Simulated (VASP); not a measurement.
**PbSe: single point with PBE**

Crystal: PbSe.

```xyz
2
Lattice="3.7843 0.0000 0.0000 0.0000 3.7843 0.0000 0.0000 0.0000 3.7843" Properties=species:S:1:pos:R:3 pbc="T T T"
Pb    0.0000    0.0000    0.0000
Se    1.8922    1.8922    1.8922
```

- Program: VASP 6.6.1
- Task: single point
- Functional: PBE
- Potentials or basis: VASP PAW PBE potentials, release 64 (Pb_d, Se)
- Cutoff: 520 eV
- k mesh: 7 × 7 × 7
- Occupations: gaussian, width 0.028 eV
- Spin: no spin polarisation

| Item | Value |
| --- | --- |
| Pressure | -0.2 GPa |
| Band gap on the k mesh | zero (band 10 reaches 5.29 eV, above the bottom of band 11 at 5.19 eV) |

Levels at points of the mesh, in eV from the Fermi level:
```
           k point  band 6  band 7  band 8  band 9  band 10  band 11  band 12  band 13  band 14  band 15
(0.00, 0.00, 0.00)  -13.14   -6.99   -1.43   -1.43    -1.43     5.20     5.20     6.13     6.13     6.13
```

Wall time 9.1 s on 1 thread of Intel(R) Xeon(R) 6975P-C (Granite Rapids) (shared host), peak memory 0.16 GiB.

Caveat: spin-orbit coupling is left out, which moves the levels of the heavy elements.
